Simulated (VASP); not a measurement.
## Hf: single point with RPBE

The system is Hf.

```xyz
2
Lattice="0.0000 3.2355 3.2355 3.2355 0.0000 3.2355 3.2355 3.2355 0.0000" Properties=species:S:1:pos:R:3 pbc="T T T"
Hf    0.8089    0.8089    0.8089
Hf    5.6622    5.6622    5.6622
```

This cell differs from its parent crystal: volume scaled by 0.92.

```json
{"Program": "VASP 6.6.1", "Task": "single point", "Functional": "RPBE", "Potentials or basis": "VASP PAW PBE potentials, release 64 (Hf_pv)", "Cutoff": "520 eV", "k mesh": "9 × 9 × 9", "Occupations": "fermi-dirac, width 0.1 eV", "Spin": "no spin polarisation", "Dipole correction": "no", "Further INCAR settings": "ALGO = Normal; EDIFF = 1e-06; NBANDS = 17"}
```

The pressure is 2.3 GPa and the band gap on the k mesh is zero (band 10 reaches 2.18 eV, above the bottom of band 11 at 1.54 eV).

Levels at points of the mesh, in eV from the Fermi level:
| k point | band 8 | band 9 | band 10 | band 11 | band 12 | band 13 |
| --- | --- | --- | --- | --- | --- | --- |
| (0.00, 0.00, 0.00) | -0.35 | -0.35 | 0.15 | 0.15 | 0.15 | 2.12 |

Run time: 35 s on 1 thread of Intel(R) Xeon(R) Platinum 8259CL CPU @ 2.50GHz (Skylake/Cascade Lake), with other jobs on the host, peak memory 0.21 GiB.

Caveat: the PAW data sets were made with another functional, which shifts forces and pressure a little; spin-orbit coupling is left out, which moves the levels of the heavy elements.
